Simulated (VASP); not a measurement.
**Mg: single point with r2SCAN**

Mg:

```xyz
1
Lattice="0.0000 2.2667 2.2443 2.2667 0.0000 2.2443 2.2667 2.2667 0.0000" Properties=species:S:1:pos:R:3 pbc="T T T"
Mg    0.0000    0.0000    0.0000
```

```
Program                : VASP 6.6.1
Task                   : single point
Functional             : r2SCAN
Potentials or basis    : VASP PAW PBE potentials, release 64 (Mg)
Cutoff                 : 520 eV
k mesh                 : 13 × 13 × 13
Occupations            : methfessel-paxton, width 0.1 eV
Spin                   : no spin polarisation
Dipole correction      : no
Further INCAR settings : ALGO = Normal; EDIFF = 1e-06; NBANDS = 7
```

| Quantity | Value |
| --- | --- |
| Pressure | -0.8 GPa |
| Band gap on the k mesh | zero (bands 1 and 2 overlap by 1.92 eV) |

Stress tensor (GPa, compression positive):
```
-0.72  0.00  0.00
 0.00 -0.72  0.00
 0.00  0.00 -0.89
```

Levels at points of the mesh, in eV from the Fermi level:
```tsv
k point	band 1	band 2	band 3	band 4
(0.00, 0.00, 0.00)	-7.31	13.19	13.19	13.26
```

It took 2.7 min on 1 thread of AMD EPYC 7R13, on a shared host, peak memory 0.13 GiB.

Caveat: the PAW data sets were made with another functional, which shifts forces and pressure a little.
